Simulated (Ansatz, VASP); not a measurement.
## WSe in VASP and in Ansatz

```
W Se
1.0
     0.00000    2.62071    2.62071
     2.62071    0.00000    2.62071
     2.62071    2.62071    0.00000
W Se
1 1
Cartesian
  0.0000 0.0000 0.0000
  2.6207 2.6207 2.6207
```

Alike in both runs: task relaxation of cell and atoms; functional PBE; k mesh 18 × 18 × 18; occupations gaussian, width 0.1 eV; no spin polarisation.

```csv
,VASP,Ansatz
version,VASP 6.6.1,Ansatz 0.2.0
potentials or method,"VASP PAW PBE potentials, release 64 (W_sv, Se), cutoff 600 eV","scalar-relativistic, plane waves, PAW"
valence electrons in the cell,20,30
```

|  | VASP | Ansatz | Ansatz less VASP |
| --- | --- | --- | --- |
| gap on the k mesh at the Fermi level, each at its own relaxed structure (eV) | none | none | - |
| relaxed volume (Å³/atom) | 17.93 | 17.89 | -0.039 |
| relaxed length of the cell vector where the two differ most in proportion (Å) | 3.701 | 3.699 | -0.0027 |

A gap of «none» marks a metal or a gap that the smearing closes. VASP's potentials hold 20 valence electrons a cell and Ansatz's 30, so a difference there can come from the potentials and not from the codes.

Neither program's run includes spin-orbit coupling.
